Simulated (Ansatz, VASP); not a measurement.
# NaS6 in VASP and in Ansatz

```xyz
7
Lattice="6.3360 0.0000 0.0000 0.0000 6.3360 0.0000 0.0000 0.0000 6.3360" Properties=species:S:1:pos:R:3 pbc="T T T"
Na    0.0000    0.0000    0.0000
S     0.9798    3.1680    3.1680
S     3.1680    0.9798    3.1680
S     5.3562    3.1680    3.1680
S     3.1680    5.3562    3.1680
S     3.1680    3.1680    0.9798
S     3.1680    3.1680    5.3562
```

Change from the starting cell: species swapped into the YbB6 type (Pm-3m, No. 221).

Alike in both runs: functional PBE; k mesh 6 × 6 × 6; occupations gaussian, width 0.1 eV; no spin polarisation.

Ansatz relaxed the structure, and its values are those at the end. VASP's run is a single point on that final structure, the one shown.

|  | VASP | Ansatz |
| --- | --- | --- |
| version | VASP 6.6.1 | Ansatz 0.2.0 |
| potentials or method | VASP PAW PBE potentials, release 64 (Na_pv, S), cutoff 520 eV | scalar-relativistic, plane waves, PAW |
| valence electrons in the cell | 43 | 45 |

|  | VASP | Ansatz | Ansatz less VASP |
| --- | --- | --- | --- |
| gap on the k mesh at the Fermi level (eV) | none | none | - |
| pressure (GPa) | -0.2 | 0.0 | +0.25 |
| rms of the force components (eV/Å) | 0.106 | 0.000 | -0.1054 |

A gap of «none» marks a metal or a gap that the smearing closes. The functional is the same, so the differences come from potentials, cutoffs and numerics. VASP's potentials hold 43 valence electrons a cell and Ansatz's 45, so a difference there can come from the potentials and not from the codes.
